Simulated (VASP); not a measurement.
# CuI (F-43m) in VASP: further runs

Runs on CuI. Level: PBE. Tasks: electric field gradients.

Everything below comes from runs of VASP 6.6.1. Logs are shortened: lines on timing, memory, paths and dates and some standing lists are left out, and cuts for length are marked.

### 1 The cell of the first run

The structure is cubic, space group F-43m (No. 216). The conventional cell has a = 5.981 Å, b = 5.981 Å, c = 5.981 Å, α = 90.00°, β = 90.00°, γ = 90.00°. Within 3.4 Å of Cu (site symmetry -43m) lie 4 I at 2.59 Å. Within 3.4 Å of I (site symmetry -43m) lie 4 Cu at 2.59 Å.

### 2 Electric field gradients, PBE (26.75 Å³/atom)

INCAR

```
SYSTEM = CuI
PREC     = Accurate       ! precision mode
ENCUT    = 520            ! plane-wave cutoff, eV
EDIFF    = 1E-8           ! SCF threshold, eV
ISMEAR   = -1             ! smearing method
SIGMA    = 0.03           ! smearing width, eV
LREAL    = .FALSE.        ! projectors in reciprocal space
LASPH    = .TRUE.         ! aspherical terms in the spheres
NELM     = 60             ! most SCF steps
ALGO     = Normal         ! electronic algorithm
ISIF     = 2              ! what is computed and relaxed
LWAVE    = .FALSE.        ! write WAVECAR
LCHARG   = .FALSE.        ! write CHGCAR
GGA      = PE             ! functional
LEFG     = .TRUE.       
NBANDS   = 16             ! bands
```

KPOINTS

```
Automatic mesh
0
G
  9 9 9
  0 0 0
```

POSCAR

```
CuI
1.0
    0.0000000000      2.9905287613      2.9905287613
    2.9905287613      0.0000000000      2.9905287613
    2.9905287613      2.9905287613      0.0000000000
Cu I
1 1
Direct
    0.7500000000      0.7500000000      0.7500000000
    0.0000000000      0.0000000000      0.0000000000
```

Potentials or basis: VASP PAW PBE potentials, release 64 (Cu, I).

Started as:

```console
$ cat potpaw_PBE.64/Cu/POTCAR potpaw_PBE.64/I/POTCAR > POTCAR
$ mpirun -np 1 vasp_std > vasp.out
```

OUTCAR:

```text
SYSTEM = CuI
   PREC = Accurate
   ENCUT = 520
   EDIFF = 1E-8
   ISMEAR = -1
   LREAL = .FALSE.
   LASPH = .TRUE.
   NELM = 60
   ISIF = 2
   GGA = PE

 ion  position               nearest neighbor table
   1  0.750  0.750  0.750-   2 2.59   2 2.59   2 2.59   2 2.59
   2  0.000  0.000  0.000-   1 2.59   1 2.59   1 2.59   1 2.59

  LATTYP: Found a face centered cubic cell.
 ALAT       =     5.9810575226

  Lattice vectors:

 A1 = (   0.0000000000,   2.9905287613,   2.9905287613)
 A2 = (   2.9905287613,   0.0000000000,   2.9905287613)
 A3 = (   2.9905287613,   2.9905287613,   0.0000000000)

Analysis of symmetry for initial positions (statically):
=====================================================================
 Subroutine PRICEL returns:
 Original cell was already a primitive cell.

 Routine SETGRP: Setting up the symmetry group for a
 face centered cubic supercell.

 Subroutine GETGRP returns: Found 24 space group operations
 (whereof 24 operations were pure point group operations)
 out of a pool of 48 trial point group operations.

The static configuration has the point symmetry T_d .

Analysis of symmetry for dynamics (positions and initial velocities):
=====================================================================
 Subroutine PRICEL returns:
 Original cell was already a primitive cell.

 Routine SETGRP: Setting up the symmetry group for a
 face centered cubic supercell.

 Subroutine GETGRP returns: Found 24 space group operations
 (whereof 24 operations were pure point group operations)
 out of a pool of 48 trial point group operations.

The dynamic configuration has the point symmetry T_d .

 Subroutine INISYM returns: Found 24 space group operations
 (whereof 24 operations are pure point group operations),
 and found     1 'primitive' translations

----------------------------------------------------------------------------------------

                                     Primitive cell

  volume of cell :      53.4902

  direct lattice vectors                    reciprocal lattice vectors
     0.000000000  2.990528761  2.990528761    -0.167194513  0.167194513  0.167194513
     2.990528761  0.000000000  2.990528761     0.167194513 -0.167194513  0.167194513
     2.990528761  2.990528761  0.000000000     0.167194513  0.167194513 -0.167194513

  length of vectors
     4.229246333  4.229246333  4.229246333     0.289589391  0.289589391  0.289589391

  position of ions in fractional coordinates (direct lattice)
     0.750000000  0.750000000  0.750000000
     0.000000000  0.000000000  0.000000000

  ion indices of the primitive-cell ions
   primitive index   ion index
                 1           1
                 2           2

----------------------------------------------------------------------------------------

 KPOINTS: Automatic mesh

Automatic generation of k-mesh.
 Grid dimensions read from file:
 generate k-points for:    9    9    9

 Generating k-lattice:

  Cartesian coordinates                     Fractional coordinates (reciprocal lattice)
    -0.018577168  0.018577168  0.018577168     0.111111111  0.000000000  0.000000000
     0.018577168 -0.018577168  0.018577168     0.000000000  0.111111111  0.000000000
     0.018577168  0.018577168 -0.018577168     0.000000000  0.000000000  0.111111111

  Length of vectors
     0.032176599  0.032176599  0.032176599

  Shift w.r.t. Gamma in fractional coordinates (k-lattice)
     0.000000000  0.000000000  0.000000000

 Subroutine IBZKPT returns following result:
 ===========================================

 Found     35 irreducible k-points:

 Following reciprocal coordinates:
            Coordinates               Weight
  0.000000  0.000000  0.000000      1.000000
  0.111111  0.000000  0.000000      8.000000
  0.222222  0.000000  0.000000      8.000000
  0.333333  0.000000  0.000000      8.000000
  0.444444  0.000000  0.000000      8.000000
  0.111111  0.111111  0.000000      6.000000
[... 16 lines left out ...]
 -0.333333  0.333333  0.000000     12.000000
  0.444444  0.444444  0.000000      6.000000
 [... further k-points ...]
   k-points           NKPTS =     35   k-points in BZ     NKDIM =     35   number of bands    NBANDS=     16
   number of dos      NEDOS =    301   number of ions     NIONS =      2
   total plane-waves  NPLWV =  32768
   dimension x,y,z NGX =    32 NGY =   32 NGZ =   32
   dimension x,y,z NGXF=    64 NGYF=   64 NGZF=   64
   ions per type =               1   1
   NGX,Y,Z   is equivalent  to a cutoff of  12.58, 12.58, 12.58 a.u.
   NGXF,Y,Z  is equivalent  to a cutoff of  25.16, 25.16, 25.16 a.u.
 SYSTEM =  CuI
   PREC   = accura    normal or accurate (medium, high low for compatibility)
   ISTART =      0    job   : 0-new  1-cont  2-samecut
   ICHARG =      2    charge: 1-file 2-atom 10-const
   ISPIN  =      1    spin polarized calculation?
   LNONCOLLINEAR =      F non collinear calculations
   LSORBIT =      F    spin-orbit coupling
   LASPH  =      T    aspherical Exc in radial PAW
   ENCUT  =  520.0 eV  38.22 Ry    6.18 a.u.   7.86  7.86  7.86*2*pi/ulx,y,z
   NELM   =     60;   NELMIN=  2; NELMDL= -5     # of ELM steps
   EDIFF  = 0.1E-07   stopping-criterion for ELM
   LREAL  =      F    real-space projection
   EDIFFG = 0.1E-06   stopping-criterion for IOM
   NSW    =      0    number of steps for IOM
   IBRION =     -1    ionic relax: 0-MD 1-quasi-New 2-CG
   NFREE  =      0    steps in history (QN), initial steepest desc. (CG)
   ISIF   =      2    stress and relaxation
   ISYM   =      2    0-nonsym 1-usesym 2-fastsym
   POTIM  = 0.5000    time-step for ionic-motion
   TEBEG  =    0.0;   TEEND  =   0.0 temperature during run
   PSTRESS=    0.0 pullay stress
   NELECT =      18.0000    total number of electrons
   NUPDOWN=      -1.0000    fix difference up-down
   EMIN   =  10.00;   EMAX   =-10.00  energy-range for DOS
   EFERMI =   0.00;   METHOD = LEGACY
   ISMEAR =    -1;   SIGMA  =   0.03  broadening in eV -4-tet -1-fermi 0-gaus
   EFERMI_NEDOS =   21; number of points for ismear=-14 and -15
   IALGO  =     38    algorithm
   IMIX   =      4    mixing-type and parameters
     AMIX     =   0.40;   BMIX     =  1.00
     AMIX_MAG =   1.60;   BMIX_MAG =  1.00
  volume/ion in A,a.u.               =      26.75       180.48
  Fermi-wavevector in a.u.,A,eV,Ry     =   1.138696  2.151823 17.641694  1.296628
  Thomas-Fermi vector in A             =   2.275400
   LORBIT       =      0    0 simple, 1 ext, 2 COOP (PROOUT), +10 PAW based schemes
   GGA     = PE    functional components
   LHFCALC =     F    Hartree Fock is set to
   AEXX    =    0.0000 exact exchange contribution
   IVDW    =     0    specifies the selected vdW correction
   LEPSILON=     F    determine dielectric tensor
   LRPA    =     F    only Hartree local field effects (RPA)
 non-spin polarized calculation
  energy-cutoff  :      520.00
  volume of cell :       53.49
 maximum number of plane-waves:      1459
   NGX = 15   NGY = 15   NGZ = 15

 number of electron      18.0000007 magnetization

 Free energy of the ion-electron system (eV)
  ---------------------------------------------------
  ext. energy  EPLUGINS =         0.00000000
  ---------------------------------------------------
  free energy    TOTEN  =        -5.54455011 eV

  energy without entropy =       -5.54455011  energy(sigma->0) =       -5.54455011

 E-fermi :   5.4998     XC(G=0):  -9.1276

 val. band max:        4.8801575383   @ k =   0.0000   0.0000   0.0000
 cond. band min:       6.1360172656   @ k =   0.0000   0.0000   0.0000
 fundamental gap:      1.2558597273
 Fermi energy:         5.4998146486

 k-point     1 :       0.0000    0.0000    0.0000
  band No.  band energies     occupation
      1      -9.3493      2.00000
      2       1.0532      2.00000
      3       1.0532      2.00000
      4       1.0532      2.00000
      5       2.8551      2.00000
      6       2.8551      2.00000
[... 8 lines left out ...]
     15      14.5319      0.00000
     16      14.5319      0.00000

 k-point     2 :       0.1111    0.0000    0.0000
  band No.  band energies     occupation
      1      -9.2859      2.00000
      2       0.8163      2.00000
      3       1.0592      2.00000
      4       1.0592      2.00000
      5       2.8495      2.00000
      6       2.8495      2.00000
[... 8 lines left out ...]
     15      13.9171      0.00000
     16      13.9171      0.00000
[... 387 lines left out ...]
      5       2.7268      2.00000
      6       2.8529      2.00000
[... 8 lines left out ...]
     15      14.2522      0.00000
     16      18.3191      0.00000

 k-point    24 :       0.4444    0.4444    0.0000
  band No.  band energies     occupation
      1      -8.5559      2.00000
      2      -0.8805      2.00000
      3       0.9690      2.00000
      4       0.9690      2.00000
      5       2.7737      2.00000
      6       2.9448      2.00000
[... 8 lines left out ...]
     15      16.1516      0.00000
     16      17.5129      0.00000

 [... further k-points ...]
[... 5 lines left out ...]
  --------------------------------------------------------------------------------------
  -------------------------------------------------------------------------------------
  Total        0.7367851      0.7367851      0.7367851     -0.0000000     -0.0000000     -0.0000000
  in kB       22.0687351     22.0687351     22.0687351     -0.0000000     -0.0000000     -0.0000000
  external PRESSURE =      22.0687351 kB  Pullay stress =       0.0000000 kB

 VOLUME and BASIS-vectors are now :
 -----------------------------------------------------------------------------
  energy-cutoff  :      520.00
  volume of cell :       53.49
      direct lattice vectors                 reciprocal lattice vectors
     0.000000000  2.990528761  2.990528761    -0.167194513  0.167194513  0.167194513
     2.990528761  0.000000000  2.990528761     0.167194513 -0.167194513  0.167194513
     2.990528761  2.990528761  0.000000000     0.167194513  0.167194513 -0.167194513

 POSITION                                       TOTAL-FORCE (eV/Angst)
 -----------------------------------------------------------------------------------
      4.48579      4.48579      4.48579         0.000000     -0.000000      0.000000
      0.00000      0.00000      0.00000        -0.000000      0.000000     -0.000000
 -----------------------------------------------------------------------------------
    total drift:                               -0.000001     -0.000001     -0.000001

  FREE ENERGIE OF THE ION-ELECTRON SYSTEM (eV)
  ---------------------------------------------------
  free  energy   TOTEN  =        -5.5445501097 eV

  energy  without entropy=       -5.5445501097  energy(sigma->0) =       -5.54455011

 Electric field gradients (V/A^2)
---------------------------------------------------------------------
 ion       V_xx      V_yy      V_zz      V_xy      V_xz      V_yz
---------------------------------------------------------------------
   1       0.000    -0.000     0.000     0.002     0.002     0.002
   2      -0.000    -0.000    -0.000     0.000     0.000     0.000
---------------------------------------------------------------------

 Electric field gradients after diagonalization (V/A^2)
 (convention: |V_zz| > |V_xx| > |V_yy|)
----------------------------------------------------------------------
 ion       V_xx      V_yy      V_zz     asymmetry (V_yy - V_xx)/ V_zz
----------------------------------------------------------------------
   1      -0.002    -0.002     0.004       0.000
   2      -0.000    -0.000     0.000       0.000
----------------------------------------------------------------------

           NMR quadrupolar parameters

 Cq : quadrupolar parameter    Cq=e*Q*V_zz/h
 eta: asymmetry parameters     (V_yy - V_xx)/ V_zz
 Q  : nuclear electric quadrupole moment in mb (millibarn)
----------------------------------------------------------------------
 ion       Cq(MHz)       eta       Q (mb)
----------------------------------------------------------------------
   1       0.000       0.000       1.000
   2       0.000       0.000       1.000
----------------------------------------------------------------------
```

Wall time 24 s (1 thread of Intel Xeon Platinum 8375C at 2.90GHz (Ice Lake), shared host); peak memory 0.19 GiB.

Results:

- Free energy: -5.5446 eV
- Pressure: 2.2 GPa
- Band gap on the k mesh: 1.26 eV
- Largest electric field gradient by atom: under 0.05 V/Å² on every atom

Caveat: spin-orbit coupling is left out, which moves the levels of the heavy elements.

[end of part 1 of 3]
